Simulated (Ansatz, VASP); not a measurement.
## NaC4: VASP beside Ansatz

```
CELL_PARAMETERS angstrom
2.45602 0.00000 0.00000
0.00000 3.33267 0.00000
0.00000 0.00000 4.25395
ATOMIC_POSITIONS crystal
Na 0.00000 0.50000 0.00000
C 0.00000 0.00000 0.33333
C 0.50000 0.00000 0.83333
C 0.50000 0.00000 0.16667
C 0.00000 0.00000 0.66667
```

Alike in both runs: task relaxation of cell and atoms; functional PBE; k mesh 8 × 6 × 4; occupations gaussian, width 0.1 eV; no spin polarisation.

|  | VASP | Ansatz |
| --- | --- | --- |
| version | VASP 6.6.1 | Ansatz 0.2.0 |
| potentials or method | VASP PAW PBE potentials, release 64 (Na_pv, C), cutoff 600 eV | scalar-relativistic, plane waves, PAW |
| valence electrons in the cell | 23 | 25 |

Ansatz gave:

```
gap on the k mesh at the Fermi level, each at its own relaxed structure (eV) : none
relaxed volume (Å³/atom)                                                     : 10.27
relaxed cell length with the largest relative difference (Å)                 : 4.687
```

Question: Which values does VASP return?

Answer: gap on the k mesh at the Fermi level, each at its own relaxed structure (eV): none; relaxed volume (Å³/atom): 9.79; relaxed cell length with the largest relative difference (Å): 4.453.

A gap of «none» marks a metal or a gap that the smearing closes. One of these differences is far larger than is usual between the two programs; its cause wasn't traced. VASP's potentials hold 23 valence electrons a cell and Ansatz's 25, so a difference there can come from the potentials and not from the codes.

The k mesh is coarse, so the values compare programs but aren't converged. Noted on VASP's run: the volume moved by over 15 % at a fixed basis, so the end points are rough.
